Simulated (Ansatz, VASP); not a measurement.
**One calculation of BeZn5Se6, two programs**

The input INCAR:

```
PREC = Accurate ; ENCUT = 520
EDIFF = 1E-7 ; ISMEAR = 0
SIGMA = 0.1 ; LREAL = F
LASPH = T ; NELM = 100
ALGO = Normal ; ISIF = 2
LWAVE = F ; LCHARG = F
GGA = PE ; NBANDS = 61
```

KPOINTS

```
regular mesh
0
Gamma
  4 4 1
```

Contents of POSCAR:

```
BeZn5Se6
1.0
    3.9774399000      0.0000000000      0.0000000000
    0.0000000000      3.9774399000      0.0000000000
    0.0000000000      0.0000000000     17.0262316000
Be Zn Se
1 5 6
Direct
    0.5000000000      0.5000000000      0.5000000000
    0.0000000000      0.0000000000      0.6562410000
    0.5000000000      0.5000000000      0.8280950000
    0.0000000000      0.0000000000      0.0000000000
    0.5000000000      0.5000000000      0.1719050000
    0.0000000000      0.0000000000      0.3437590000
    0.5000000000      0.0000000000      0.7421470000
    0.0000000000      0.5000000000      0.9140430000
    0.5000000000      0.0000000000      0.0859570000
    0.0000000000      0.5000000000      0.2578530000
    0.5000000000      0.0000000000      0.4304250000
    0.0000000000      0.5000000000      0.5695750000
```

Input for Ansatz:

```yaml
crystal:
  lattice:
    - [3.9774399, 0.0, 0.0]
    - [0.0, 3.9774399, 0.0]
    - [0.0, 0.0, 17.0262316]
  atoms:
    - { symbol: Be, position: [0.5, 0.5, 0.5] }
    - { symbol: Zn, position: [0.0, 0.0, 0.656241] }
    - { symbol: Zn, position: [0.5, 0.5, 0.828095] }
    - { symbol: Zn, position: [0.0, 0.0, 0.0] }
    - { symbol: Zn, position: [0.5, 0.5, 0.171905] }
    - { symbol: Zn, position: [0.0, 0.0, 0.343759] }
    - { symbol: Se, position: [0.5, 0.0, 0.742147] }
    - { symbol: Se, position: [0.0, 0.5, 0.914043] }
    - { symbol: Se, position: [0.5, 0.0, 0.085957] }
    - { symbol: Se, position: [0.0, 0.5, 0.257853] }
    - { symbol: Se, position: [0.5, 0.0, 0.430425] }
    - { symbol: Se, position: [0.0, 0.5, 0.569575] }
basis:
  ecutwfc: 420
kpoints:
  mp_grid: { grid: [4, 4, 1] }
hamiltonian:
  xc: pbe
scf:
  occupations: { method: gaussian, width: 0.1 }
  lower_state_search: "off"
output:
  forces: true
  stress: true
  eigenvalues: true
```

Alike in both runs: task single point; functional PBE; k mesh 4 × 4 × 1; occupations gaussian, width 0.1 eV; no spin polarisation.

```csv
,VASP,Ansatz
version,VASP 6.6.1,Ansatz 0.2.0
potentials or method,"VASP PAW PBE potentials, release 64 (Be, Zn, Se), cutoff 520 eV","scalar-relativistic, plane waves, PAW"
valence electrons in the cell,98,158
```

VASP gave:

```
gap on the k mesh at the Fermi level (eV)                     : 1.44
least direct gap on the mesh (eV)                             : 1.44
pressure (GPa)                                                : 0.3
traceless stress, the component that is largest in VASP (GPa) : -0.26
rms of the force components (eV/Å)                            : 0.006
```

Q: What did Ansatz give for the same quantities?

A: gap on the k mesh at the Fermi level (eV): 1.44; least direct gap on the mesh (eV): 1.44; pressure (GPa): 0.1; traceless stress, the component that is largest in VASP (GPa): -0.26; rms of the force components (eV/Å): 0.003.

Atom by atom the forces differ by 0.003 eV/Å (rms over components). With one functional, cell and mesh, what is left measures potentials, basis and numerics. VASP's potentials hold 98 valence electrons a cell and Ansatz's 158, so a difference there can come from the potentials and not from the codes.
